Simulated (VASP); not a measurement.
Set up this calculation in VASP 6.6.1, as the native input.

```yaml
Task: electric field gradients
Functional: LDA
Potentials_or_basis: VASP PAW LDA potentials, release 64 (Se)
Cutoff: 520 eV
k_mesh: 6 × 6 × 5
Occupations: fermi-dirac, width 0.03 eV
Spin: no spin polarisation
Dipole_correction: no
Further_INCAR_settings: ALGO = Normal; EDIFF = 1e-08; NBANDS = 16
```

The structure of Se lies in POSCAR:

```
Se
1.0
    4.3661999489     -0.0218309997     -0.0218309997
   -2.2020061749      3.7921555737     -0.0079907005
   -0.0247680000     -0.0247680000      4.9536000000
Se
3
Direct
    0.2254000000      0.0000000000      0.3333333333
    0.0000000000      0.2254000000      0.6666666667
    0.7746000000      0.7746000000      0.0000000000
```

This cell differs from its parent crystal: equal xy, yz and zx shear strains of -1 %.

These files were run (other wordings do the same):

INCAR

```
SYSTEM = Se
PREC = Accurate
ENCUT = 520
EDIFF = 1E-8
ISMEAR = -1
SIGMA = 0.03
LREAL = .False.
LASPH = .True.
NELM = 80
ALGO = Normal
ISIF = 2
LWAVE = .False.
LCHARG = .False.
GGA = CA
LEFG = .True.
NBANDS = 16
```

KPOINTS

```
Automatic mesh
0
Gamma
  6 6 5
  0 0 0
```

Potentials or basis: VASP PAW LDA potentials, release 64 (Se).

The run is started by

```bash
$ cat potpaw_LDA.64/Se/POTCAR > POTCAR
$ mpirun -np 1 vasp_std > vasp.out
```

It gave:

- Pressure: -1.0 GPa
- Largest force: 0.371 eV/Å
- Band gap on the k mesh: 1.13 eV (least direct gap 1.41 eV)
- Largest electric field gradient by atom: Se -488.5, -501.9, -490.7 V/Å²

Caveat: the cell differs from its parent crystal (equal xy, yz and zx shear strains of -1 %); without QUAD_EFG the Cq values of the log hold for a quadrupole moment of 1 mb, not for the nuclei.

It took 43 s on 1 thread of AMD EPYC 9R45 96-Core Processor (Zen 5), with other jobs on the host, peak memory 0.19 GiB.
